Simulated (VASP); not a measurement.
# Be4Se3 (P6/mmm) in VASP: relaxation of cell and atoms with PBE

Aim: the relaxation of cell and atoms of Be4Se3 with PBE.

Program: VASP 6.6.1. These are calculated values, not measurements. Logs are shortened: lines on timing, memory, paths and dates and some standing lists are left out, and cuts for length are marked.

## Step 1: The cell of the first run

Symmetry: P6/mmm, No. 191, hexagonal system. Conventional cell: a = 5.208 Å, b = 5.208 Å, c = 4.859 Å, α = 90.00°, β = 90.00°, γ = 120.00°. Within 2.7 Å of Be (site symmetry 3m) lie 1 Be at 2.03 Å and 3 Se at 2.06 Å. Se (site symmetry mmm) has 4 Be at 2.06 Å and 4 Se at 2.60 Å within 2.7 Å.

The cell was generated, and may not be a known phase.

## Step 2: Relaxation of cell and atoms, PBE

The input, INCAR:

```
PREC = Accurate
ENCUT = 600
EDIFF = 1E-6
ISMEAR = 0
SIGMA = 0.2
LREAL = False
LASPH = True
NELM = 60
ALGO = Normal
ISIF = 3
LWAVE = False
LCHARG = False
GGA = PE
IBRION = 2
NSW = 36
EDIFFG = -0.08
```

The input, KPOINTS:

```
Automatic mesh
0
Gamma
  4 4 4
```

The input, POSCAR:

```
Be4Se3
1.0
    5.2081302800      0.0000000000      0.0000000000
   -2.6040651400      4.5103731300      0.0000000000
    0.0000000000      0.0000000000      4.8586032200
Be Se
4 3
Direct
    0.3333333300      0.6666666700      0.7912507700
    0.6666666700      0.3333333300      0.7912507700
    0.6666666700      0.3333333300      0.2087492300
    0.3333333300      0.6666666700      0.2087492300
    0.5000000000      0.0000000000      0.5000000000
    0.0000000000      0.5000000000      0.5000000000
    0.5000000000      0.5000000000      0.5000000000
```

Potentials or basis: VASP PAW PBE potentials, release 64 (Be, Se).

Launch:

```
cat potpaw_PBE.64/Be/POTCAR potpaw_PBE.64/Se/POTCAR > POTCAR
mpirun -np 1 vasp_std > vasp.out
```

OUTCAR:

```text
PREC = Accurate
   ENCUT = 600
   EDIFF = 1E-6
   ISMEAR = 0
   LREAL = False
   LASPH = True
   NELM = 60
   ISIF = 3
   GGA = PE
   IBRION = 2
   NSW = 36
   EDIFFG = -0.08

 ion  position               nearest neighbor table
   1  0.333  0.667  0.791-   4 2.03   6 2.06   5 2.06   7 2.06
   2  0.667  0.333  0.791-   3 2.03   6 2.06   5 2.06   7 2.06
   3  0.667  0.333  0.209-   2 2.03   6 2.06   5 2.06   7 2.06
   4  0.333  0.667  0.209-   1 2.03   6 2.06   5 2.06   7 2.06
   5  0.500  0.000  0.500-   1 2.06   2 2.06   3 2.06   4 2.06   6 2.60   7 2.60   7 2.60   6 2.60

   6  0.000  0.500  0.500-   1 2.06   2 2.06   3 2.06   4 2.06   7 2.60   7 2.60   5 2.60   5 2.60

   7  0.500  0.500  0.500-   1 2.06   2 2.06   3 2.06   4 2.06   6 2.60   6 2.60   5 2.60   5 2.60

  LATTYP: Found a hexagonal cell.
 ALAT       =     5.2081302800
 C/A-ratio  =     0.9328881880

  Lattice vectors:

 A1 = (   5.2081302800,   0.0000000000,   0.0000000000)
 A2 = (  -2.6040651400,   4.5103731300,   0.0000000000)
 A3 = (   0.0000000000,   0.0000000000,   4.8586032200)

Analysis of symmetry for initial positions (statically):
=====================================================================
 Subroutine PRICEL returns:
 Original cell was already a primitive cell.

 Routine SETGRP: Setting up the symmetry group for a
 hexagonal supercell.

 Subroutine GETGRP returns: Found 24 space group operations
 (whereof 24 operations were pure point group operations)
 out of a pool of 24 trial point group operations.

The static configuration has the point symmetry D_6h.

Analysis of symmetry for dynamics (positions and initial velocities):
=====================================================================
 Subroutine PRICEL returns:
 Original cell was already a primitive cell.

 Routine SETGRP: Setting up the symmetry group for a
 hexagonal supercell.

 Subroutine GETGRP returns: Found 24 space group operations
 (whereof 24 operations were pure point group operations)
 out of a pool of 24 trial point group operations.

The dynamic configuration has the point symmetry D_6h.

 Subroutine INISYM returns: Found 24 space group operations
 (whereof 24 operations are pure point group operations),
 and found     1 'primitive' translations

----------------------------------------------------------------------------------------

                                     Primitive cell

  volume of cell :     114.1316

  direct lattice vectors                    reciprocal lattice vectors
     5.208130280  0.000000000  0.000000000     0.192007486  0.110855573  0.000000000
    -2.604065140  4.510373130  0.000000000     0.000000000  0.221711147  0.000000000
     0.000000000  0.000000000  4.858603220     0.000000000  0.000000000  0.205820470

  length of vectors
     5.208130280  5.208130281  4.858603220     0.221711147  0.221711147  0.205820470

  position of ions in fractional coordinates (direct lattice)
     0.333333330  0.666666670  0.791250770
     0.666666670  0.333333330  0.791250770
     0.666666670  0.333333330  0.208749230
     0.333333330  0.666666670  0.208749230
     0.500000000  0.000000000  0.500000000
     0.000000000  0.500000000  0.500000000
     0.500000000  0.500000000  0.500000000

  ion indices of the primitive-cell ions
   primitive index   ion index
                 1           1
                 2           2
                 3           3
                 4           4
                 5           5
                 6           6
                 7           7

----------------------------------------------------------------------------------------

 KPOINTS: Automatic mesh

Automatic generation of k-mesh.
 Grid dimensions read from file:
 generate k-points for:    4    4    4

 Generating k-lattice:

  Cartesian coordinates                     Fractional coordinates (reciprocal lattice)
     0.048001871  0.027713893  0.000000000     0.250000000  0.000000000  0.000000000
     0.000000000  0.055427787  0.000000000     0.000000000  0.250000000  0.000000000
     0.000000000  0.000000000  0.051455118     0.000000000  0.000000000  0.250000000

  Length of vectors
     0.055427787  0.055427787  0.051455118

  Shift w.r.t. Gamma in fractional coordinates (k-lattice)
     0.000000000  0.000000000  0.000000000

 Subroutine IBZKPT returns following result:
 ===========================================

 Found     12 irreducible k-points:

 Following reciprocal coordinates:
            Coordinates               Weight
  0.000000  0.000000  0.000000      1.000000
  0.250000  0.000000  0.000000      6.000000
  0.500000  0.000000  0.000000      3.000000
  0.250000  0.250000  0.000000      6.000000
  0.000000  0.000000  0.250000      2.000000
  0.250000  0.000000  0.250000     12.000000
  0.500000  0.000000  0.250000      6.000000
  0.250000  0.250000  0.250000     12.000000
  0.000000  0.000000  0.500000      1.000000
  0.250000  0.000000  0.500000      6.000000
  0.500000  0.000000  0.500000      3.000000
  0.250000  0.250000  0.500000      6.000000
   k-points           NKPTS =     12   k-points in BZ     NKDIM =     12   number of bands    NBANDS=     17
   number of dos      NEDOS =    301   number of ions     NIONS =      7
   total plane-waves  NPLWV =  70560
   dimension x,y,z NGX =    42 NGY =   42 NGZ =   40
   dimension x,y,z NGXF=    84 NGYF=   84 NGZF=   80
   ions per type =               4   3
   NGX,Y,Z   is equivalent  to a cutoff of  13.41, 13.41, 13.69 a.u.
   NGXF,Y,Z  is equivalent  to a cutoff of  26.81, 26.81, 27.37 a.u.
 SYSTEM =  unknown system
   PREC   = accura    normal or accurate (medium, high low for compatibility)
   ISTART =      0    job   : 0-new  1-cont  2-samecut
   ICHARG =      2    charge: 1-file 2-atom 10-const
   ISPIN  =      1    spin polarized calculation?
   LNONCOLLINEAR =      F non collinear calculations
   LSORBIT =      F    spin-orbit coupling
   LASPH  =      T    aspherical Exc in radial PAW
   ENCUT  =  600.0 eV  44.10 Ry    6.64 a.u.  10.40 10.40  9.70*2*pi/ulx,y,z
   NELM   =     60;   NELMIN=  2; NELMDL= -5     # of ELM steps
   EDIFF  = 0.1E-05   stopping-criterion for ELM
   LREAL  =      F    real-space projection
   EDIFFG = -.8E-01   stopping-criterion for IOM
   NSW    =     36    number of steps for IOM
   IBRION =      2    ionic relax: 0-MD 1-quasi-New 2-CG
   NFREE  =      1    steps in history (QN), initial steepest desc. (CG)
   ISIF   =      3    stress and relaxation
   ISYM   =      2    0-nonsym 1-usesym 2-fastsym
   POTIM  = 0.5000    time-step for ionic-motion
   TEBEG  =    0.0;   TEEND  =   0.0 temperature during run
   PSTRESS=    0.0 pullay stress
   NELECT =      26.0000    total number of electrons
   NUPDOWN=      -1.0000    fix difference up-down
   EMIN   =  10.00;   EMAX   =-10.00  energy-range for DOS
   EFERMI =   0.00;   METHOD = LEGACY
   ISMEAR =     0;   SIGMA  =   0.20  broadening in eV -4-tet -1-fermi 0-gaus
   EFERMI_NEDOS =   21; number of points for ismear=-14 and -15
   IALGO  =     38    algorithm
   IMIX   =      4    mixing-type and parameters
     AMIX     =   0.40;   BMIX     =  1.00
     AMIX_MAG =   1.60;   BMIX_MAG =  1.00
  volume/ion in A,a.u.               =      16.30       110.03
  Fermi-wavevector in a.u.,A,eV,Ry     =   0.999840  1.889424 13.601484  0.999681
  Thomas-Fermi vector in A             =   2.132157
   LORBIT       =      0    0 simple, 1 ext, 2 COOP (PROOUT), +10 PAW based schemes
   GGA     = PE    functional components
   LHFCALC =     F    Hartree Fock is set to
   AEXX    =    0.0000 exact exchange contribution
   IVDW    =     0    specifies the selected vdW correction
   LEPSILON=     F    determine dielectric tensor
   LRPA    =     F    only Hartree local field effects (RPA)
 conjugate gradient relaxation of ions
 non-spin polarized calculation
 Gauss-broadening in eV      SIGMA  =   0.20
  energy-cutoff  :      600.00
  volume of cell :      114.13
 maximum number of plane-waves:      3823
 NGX is ok and might be reduce to    42
   NGX = 21   NGY = 21   NGZ = 19

--------------------------------------- Ionic step        1  -------------------------------------------

 number of electron      26.0000001 magnetization

 Free energy of the ion-electron system (eV)
  ---------------------------------------------------
  ext. energy  EPLUGINS =         0.00000000
  ---------------------------------------------------
  free energy    TOTEN  =       -16.28870554 eV

  energy without entropy =      -16.21094341  energy(sigma->0) =      -16.24982448

 E-fermi :   4.6386     XC(G=0):  -8.8911

 val. band max:        4.6246389936   @ k =   0.2500   0.2500   0.2500
 cond. band min:       4.6823290495   @ k =   0.0000   0.0000   0.0000
 fundamental gap:      0.0576900559
 Fermi energy:         4.6385706236

 k-point     1 :       0.0000    0.0000    0.0000
  band No.  band energies     occupation
      1     -13.8121      2.00000
      2      -8.8925      2.00000
      3      -8.8925      2.00000
      4      -7.0552      2.00000
      5      -3.3951      2.00000
      6      -2.2099      2.00000
[... 9 lines left out ...]
     16       6.7117      0.00000
     17       6.7117      0.00000
[... 334 lines left out ...]
  FREE ENERGIE OF THE ION-ELECTRON SYSTEM (eV)
  ---------------------------------------------------
  free  energy   TOTEN  =       -22.2248899825 eV

  energy  without entropy=      -22.1378577455  energy(sigma->0) =      -22.18137386

 E-fermi :  -0.0015     XC(G=0):  -6.9310

 val. band max:       -0.0161908593   @ k =   0.2500   0.0000   0.2500
 cond. band min:       0.0300418731   @ k =   0.2500   0.0000   0.5000
 fundamental gap:      0.0462327324
 Fermi energy:        -0.0014833649

 k-point     1 :       0.0000    0.0000    0.0000
  band No.  band energies     occupation
      1     -13.6350      2.00000
      2     -12.3294      2.00000
      3     -12.3294      2.00000
      4      -7.5330      2.00000
      5      -3.9520      2.00000
      6      -3.9520      2.00000
[... 9 lines left out ...]
     16       2.9998      0.00000
     17       3.1100      0.00000
[... 203 lines left out ...]
      1     -13.2043      2.00000
      2     -12.7936      2.00000
      3     -12.2631      2.00000
      4      -6.1644      2.00000
      5      -4.8802      2.00000
      6      -4.5039      2.00000
[... 9 lines left out ...]
     16       3.4345      0.00000
     17       5.0721      0.00000

[... ionic steps 4 to 14 ...]

--------------------------------------- Ionic step       15  -------------------------------------------

 number of electron      25.9999991 magnetization

------------------------ aborting loop because EDIFF is reached ----------------------------------------

  FORCE on cell =-STRESS in cart. coord.  units (eV):
  Direction    XX          YY          ZZ          XY          YZ          ZX
  --------------------------------------------------------------------------------------
  -------------------------------------------------------------------------------------
  Total       -0.5137984     -0.5137984     -0.4216662      0.0000000      0.0000000      0.0000000
  in kB       -4.5785137     -4.5785137     -3.7575137      0.0000000      0.0000000      0.0000000
  external PRESSURE =      -4.3048471 kB  Pullay stress =       0.0000000 kB
[... 67 lines left out ...]
  energy  without entropy=      -24.0787422687  energy(sigma->0) =      -24.10957596

--------------------------------------- Ionic step       17  -------------------------------------------

 number of electron      25.9999990 magnetization

 Free energy of the ion-electron system (eV)
  ---------------------------------------------------
  ext. energy  EPLUGINS =         0.00000000
  ---------------------------------------------------
  free energy    TOTEN  =       -24.14451258 eV

  energy without entropy =      -24.08419696  energy(sigma->0) =      -24.11435477

 E-fermi :   0.3444     XC(G=0):  -7.1492

 val. band max:        0.3237834850   @ k =   0.2500   0.0000   0.2500
 cond. band min:       0.3885715976   @ k =   0.2500   0.0000   0.5000
 fundamental gap:      0.0647881126
 Fermi energy:         0.3444199504

 k-point     1 :       0.0000    0.0000    0.0000
  band No.  band energies     occupation
      1     -13.5134      2.00000
      2     -12.1158      2.00000
      3     -12.1158      2.00000
      4      -7.4913      2.00000
      5      -3.8642      2.00000
      6      -3.8642      2.00000
[... 9 lines left out ...]
     16       3.5115      0.00000
     17       3.8561      0.00000
[... 252 lines left out ...]
  FREE ENERGIE OF THE ION-ELECTRON SYSTEM (eV)
  ---------------------------------------------------
  free  energy   TOTEN  =       -24.1445125845 eV

  energy  without entropy=      -24.0841969631  energy(sigma->0) =      -24.11435477

 reached required accuracy - stopping structural energy minimisation
```

Wall time 11 min (1 thread of AMD EPYC 7R13, shared host); peak memory 0.26 GiB.

What came out:

```
Free energy                           : -24.1445 eV
Relaxed volume                        : 25.33 Å³/atom
Relaxed cell                          : a = 6.861 Å, b = 6.861 Å, c = 4.349 Å, α = 90.00°, β = 90.00°, γ = 120.00°
Space group after relaxing (to 0.1 Å) : P6/mmm (No. 191)
Energy gained by relaxing             : 1122.3 meV/atom
Ionic steps                           : 17
Pressure after relaxing               : 0.0 GPa
Largest force after relaxing          : 0.003 eV/Å
Band gap on the k mesh                : zero (bands 13 and 14 overlap by 1.18 eV)
```

Forces in eV/Å, atoms in the order of the input:
```
Be   0.000  0.000 -0.003
Be   0.000  0.000 -0.003
Be   0.000  0.000  0.003
Be   0.000  0.000  0.003
Se   0.000  0.000  0.000
Se   0.000  0.000  0.000
Se   0.000  0.000  0.000
```

Step by step:
| step | energy change (eV) | largest force (eV/Å) | pressure (GPa) | volume (Å³) |
| --- | --- | --- | --- | --- |
| 1 | 0.0000 | 2.5516 | 41.08 | 114.13 |
| 2 | -5.5384 | 1.8067 | -3.59 | 197.41 |
| 3 | -5.9362 | 1.2213 | 1.11 | 169.69 |
| 4 | -5.9401 | 1.3413 | 0.08 | 174.01 |
| 5 | -5.9422 | 1.3048 | 0.38 | 172.65 |
| 6 | -6.4186 | 1.0449 | -0.23 | 176.00 |
| 7 | -7.3755 | 0.1290 | -1.17 | 184.89 |
| 8 | -3.8856 | 7.2008 | 1.00 | 196.48 |
| 9 | -7.4206 | 0.5379 | -1.64 | 186.16 |
| 10 | -7.5809 | 0.9739 | -2.46 | 192.28 |
| 11 | -7.6551 | 0.2921 | -2.04 | 188.84 |
| 12 | -7.7261 | 0.1956 | -2.33 | 190.64 |
| 13 | -7.7243 | 0.0490 | -2.27 | 190.22 |
| 14 | -7.7633 | 0.7466 | 1.33 | 172.13 |
| 15 | -7.8346 | 0.3863 | -0.43 | 179.80 |
| 16 | -7.8517 | 0.1839 | 0.17 | 176.28 |
| 17 | -7.8558 | 0.0035 | -0.02 | 177.33 |

Final structure:
```cif
data_structure
_symmetry_space_group_name_H-M 'P 1'
_symmetry_Int_Tables_number 1
_cell_length_a 6.8614
_cell_length_b 6.8614
_cell_length_c 4.3493
_cell_angle_alpha 90.000
_cell_angle_beta 90.000
_cell_angle_gamma 120.000
_cell_volume 177.33
loop_
_atom_site_label
_atom_site_type_symbol
_atom_site_fract_x
_atom_site_fract_y
_atom_site_fract_z
_atom_site_occupancy
Be1 Be 0.33333 0.66667 0.75487 1
Be2 Be 0.66667 0.33333 0.75487 1
Be3 Be 0.66667 0.33333 0.24513 1
Be4 Be 0.33333 0.66667 0.24513 1
Se1 Se 0.50000 0.00000 0.50000 1
Se2 Se 0.00000 0.50000 0.50000 1
Se3 Se 0.50000 0.50000 0.50000 1
```

Caveat: the volume moved by over 15 % at a fixed basis, so the end points are rough.

The gap in the log of VASP goes by the Fermi energy; the results here count the filled bands.